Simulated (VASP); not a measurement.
A run of VASP 6.6.1 is set up as follows.

Contents of INCAR:

```
ALGO = Normal ; EDIFF = 1E-6
ENCUT = 520 ; GGA = PE
ISIF = 2 ; ISMEAR = 0
IVDW = 12 ; LASPH = True
LCHARG = False ; LREAL = False
LWAVE = False ; NBANDS = 21
NELM = 60 ; PREC = Accurate
SIGMA = 0.1
```

File KPOINTS:

```
k-points
0
Gamma
  6 6 4
```

Contents of POSCAR:

```
Sn
1.0
    5.2834682790      0.0000000000      0.0000000000
   -2.6417341395      4.5756177498      0.0000000000
    0.0000000000      0.0000000000      2.8926594486
Sn
2
Direct
    0.3333333333      0.6666666667      0.0000000000
    0.6666666667      0.3333333333      0.0000000000
```

Potentials or basis: VASP PAW PBE potentials, release 64 (Sn_d).

Launch:

```sh
$ cat potpaw_PBE.64/Sn_d/POTCAR > POTCAR
$ mpirun -np 1 vasp_std > vasp.out
```

Q: Estimate the dispersion energy per atom.

A: -0.291 eV.

Q: Predict the band gap on the k mesh.

A: Zero (band 14 reaches 6.89 eV, above the bottom of band 15 at 4.48 eV).

Q: Predict the pressure.

A: 0.0 GPa.

Stress tensor (GPa, compression positive):
```
-0.03  0.00  0.00
 0.00 -0.03  0.00
 0.00  0.00  0.20
```

Caveat: the k points lie up to 0.54 Å⁻¹ apart; spin-orbit coupling is left out, which moves the levels of the heavy elements; pairwise dispersion overbinds metals, which lowers pressure and volume.
